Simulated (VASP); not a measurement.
A run of VASP 6.6.1:

File INCAR:

```
ALGO = Normal ; EDIFF = 1E-6
ENCUT = 520 ; GGA = PE
ISIF = 2 ; ISMEAR = -1
IVDW = 12 ; LASPH = True
LCHARG = True ; LELF = True
LREAL = Auto ; LVHAR = True
LWAVE = False ; NBANDS = 101
NELM = 80 ; PREC = Accurate
SIGMA = 0.05
```

The input KPOINTS:

```
k-points
0
Gamma
  1 1 1
```

POSCAR

```
CO2
1.0
    8.4061180000      0.0000000000      0.0000000000
    0.0000000000      8.4061180000      0.0000000000
    0.0000000000      0.0000000000      8.4061180000
C O
10 20
Direct
    0.4639953900      0.6686796450      0.3931422328
    0.7066638846      0.3344706796      0.6205837225
   -0.0534253742      0.5818381327      0.3746438011
    0.3899540787      0.9120500093      1.0341872431
    0.5413081282      0.3008998922      0.0801440094
    0.1087541241      0.9065778044      0.5532161219
    0.2348765506      0.3482225684      0.6198580605
    0.8322628828      0.9501770020      0.8900779171
    1.0579080617      0.5570228731      0.9093376990
    0.5342180540      1.0253841309      0.3918336621
    0.3793546557      0.6437573206      0.2886944961
    0.5573678599      0.6948748519      0.4994457608
    0.6594006889      0.3022322551      0.7527136783
    0.7499418876      0.3620696260      0.4857652486
    0.0183080942      0.5328143145      0.4908448823
   -0.1243737002      0.6121612854      0.2595966414
    0.2758942951      0.9113957239      1.1050641925
    0.5135545325      0.9029613907      0.9770383904
    0.4058829533      0.3194815966      0.0589451635
    0.6776730948      0.2906811444      0.1220182729
    0.1687223520      0.8720196409      0.6757935113
    0.0572797098      0.9286450654      0.4219545812
    0.1343307339      0.2574196555      0.6517871864
    0.3406328581      0.4254401378      0.5688119058
    0.8918623317      0.9082194659      1.0064931280
    0.7815736110      0.9829507509      0.7636699842
    1.1854580200      0.5480175272      0.9604671264
    0.9254688074      0.5555120687      0.8678679029
    0.6334553001      1.0101928143      0.2969146995
    0.4320543680      1.0226956129      0.4902976618
```

Potentials or basis: VASP PAW PBE potentials, release 64 (C, O).

Command:

```sh
$ cat potpaw_PBE.64/C/POTCAR potpaw_PBE.64/O/POTCAR > POTCAR
$ mpirun -np 1 vasp_gam > vasp.out
```

Hardware: 1 thread of Intel(R) Xeon(R) 6975P-C (Granite Rapids), on a shared host.

Question: How long does it take, and how much memory?

Answer: It took 58 s on 1 thread of Intel(R) Xeon(R) 6975P-C (Granite Rapids), with other jobs on the host, peak memory 0.52 GiB. Counts: scf iterations 17, k points 1.
